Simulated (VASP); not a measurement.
Here is a VASP 6.6.1 calculation.

The input INCAR:

```
SYSTEM = ZnMo3
  PREC = Accurate
  ENCUT = 600
  EDIFF = 1E-6
  ISMEAR = 0
  SIGMA = 0.05
  LREAL = .False.
  LASPH = .True.
  NELM = 100
  ALGO = Normal
  ISIF = 8
  LWAVE = .False.
  LCHARG = .False.
  GGA = PE
  IBRION = 2
  NSW = 80
  EDIFFG = -0.01
```

Contents of KPOINTS:

```
Automatic mesh
0
Gamma
  7 7 7
  0 0 0
```

Contents of POSCAR:

```
ZnMo3
1.0
    3.9431540000      0.0000000000      0.0000000000
    0.0000000000      3.9431540000      0.0000000000
    0.0000000000      0.0000000000      3.9431540000
Zn Mo
1 3
Direct
    0.0000000000      0.0000000000      0.0000000000
    0.0000000000      0.5000000000      0.5000000000
    0.5000000000      0.0000000000      0.5000000000
    0.5000000000      0.5000000000      0.0000000000
```

Potentials or basis: VASP PAW PBE potentials, release 64 (Zn, Mo_sv).

Run with:

```console
$ cat potpaw_PBE.64/Zn/POTCAR potpaw_PBE.64/Mo_sv/POTCAR > POTCAR
$ mpirun -np 1 vasp_std > vasp.out
```

Q: Predict the band gap on the k mesh.

A: Zero (band 27 reaches 11.21 eV, above the bottom of band 28 at 9.75 eV).

Q: Estimate the relaxed volume.

A: 15.27 Å³/atom.

Q: What does it give for the relaxed cell?

A: a = 3.938 Å, b = 3.938 Å, c = 3.938 Å, α = 90.00°, β = 90.00°, γ = 90.00°.

Q: What does it give for the space group after relaxing (to 0.05 Å)?

A: Pm-3m (No. 221).

The path:
```
step  energy change (eV)  largest force (eV/Å)  pressure (GPa)  volume (Å³)
   1              0.0000                0.0000           -0.79        61.31
   2              0.0016                0.0000            1.54        60.64
   3             -0.0006                0.0000            0.02        61.08
```
